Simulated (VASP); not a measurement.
A run of VASP 6.6.1:

Contents of INCAR:

```
PREC = Accurate
ENCUT = 520
EDIFF = 1E-6
ISMEAR = 1
SIGMA = 0.1
LREAL = F
LASPH = T
NELM = 100
ALGO = Normal
ISIF = 2
LWAVE = F
LCHARG = T
LELF = T
LVHAR = T
NBANDS = 35
```

Contents of KPOINTS:

```
Automatic mesh
0
Gamma
  8 8 2
```

The input POSCAR:

```
WSeS
1.0
    3.2481130000      0.0000000000      0.0000000000
   -1.6240570000      2.8129480000      0.0000000000
    0.0000000000      0.0000000000     13.4587630000
W Se S
2 2 2
Direct
    0.3333333333      0.6666666667      0.2568470000
    0.6666666667      0.3333333333      0.7431530000
    0.3333333333      0.6666666667      0.8692760000
    0.6666666667      0.3333333333      0.1307240000
    0.6666666667      0.3333333333      0.3702380000
    0.3333333333      0.6666666667      0.6297620000
```

Potentials or basis: VASP PAW LDA potentials, release 64 (W_sv, Se, S).

Run with:

```bash
$ cat potpaw_LDA.64/W_sv/POTCAR potpaw_LDA.64/Se/POTCAR potpaw_LDA.64/S/POTCAR > POTCAR
$ mpirun -np 1 vasp_std > vasp.out
```

Hardware: 1 thread of Intel Xeon 8259CL, with other jobs on the host.

**Question.** How long does it take, and how much memory?

**Answer.** Run time: 100 s on 1 thread of Intel Xeon 8259CL (shared host), peak memory 0.24 GiB. Counts: scf iterations 14, k points 20.
